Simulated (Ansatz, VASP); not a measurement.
Yb: VASP beside Ansatz

Contents of INCAR:

```
  PREC = Accurate
  ENCUT = 520
  EDIFF = 1E-6
  ISMEAR = -1
  SIGMA = 0.05
  LREAL = F
  LASPH = T
  NELM = 150
  ALGO = Normal
  ISIF = 2
  LWAVE = F
  LCHARG = F
  ISPIN = 2
  MAGMOM = 1.2
  LORBIT = 11
  NUPDOWN = 1.2
  LMAXMIX = 6
  GGA = PE
  NBANDS = 22
```

Contents of KPOINTS:

```
regular mesh
0
Gamma
  7 7 7
```

POSCAR

```
Yb
1.0
   -2.1514830000      2.1514830000      2.1514830000
    2.1514830000     -2.1514830000      2.1514830000
    2.1514830000      2.1514830000     -2.1514830000
Yb
1
Direct
    0.0000000000      0.0000000000      0.0000000000
```

File input.yaml:

```yaml
crystal:
  lattice:
    - [-2.151483, 2.151483, 2.151483]
    - [2.151483, -2.151483, 2.151483]
    - [2.151483, 2.151483, -2.151483]
  atoms:
    - { symbol: Yb, position: [0.0, 0.0, 0.0], spin: 1.2 }
hamiltonian:
  xc: pbe
  pseudopotentials: { kind: paw }
magnetization:
  spin_polarized: true
  initial_magnetization: 1.2
  spin_locking: { lock_magnetization: hard }
kpoints:
  mp_grid: { grid: [7, 7, 7] }
scf:
  occupations: { method: fermi_dirac, width: 0.05 }
  lower_state_search: "off"
output:
  forces: true
  stress: true
  eigenvalues: true
  write_density: true
  write_potential: true
  elf: true
  volumetric_format: npy
```

Alike in both runs: task single point; functional PBE; k mesh 7 × 7 × 7; occupations fermi-dirac, width 0.05 eV; collinear spin; fixed moment 1.2 μB.

```csv
,VASP,Ansatz
version,VASP 6.6.1,Ansatz 0.2.0
potentials or method,"VASP PAW PBE potentials, release 64 (Yb)",Ansatz PAW
plane-wave cutoff (eV),520,420
valence electrons in the cell,24,24
```

VASP gave:

| Item | Value |
| --- | --- |
| pressure (GPa) | -1.7 |
| net moment per atom (μB) | 1.20 |
| size of the moment on the site where the two differ most (μB) | 0.53 |

Q: What did Ansatz give for the same quantities?

A: Pressure (GPa): -1.6; net moment per atom (μB): 1.20; size of the moment on the site where the two differ most (μB): 0.69.

Site moments also hang on the region over which each program counts them. With one functional, cell and mesh, what is left measures potentials, basis and numerics.

Neither program's run includes spin-orbit coupling.
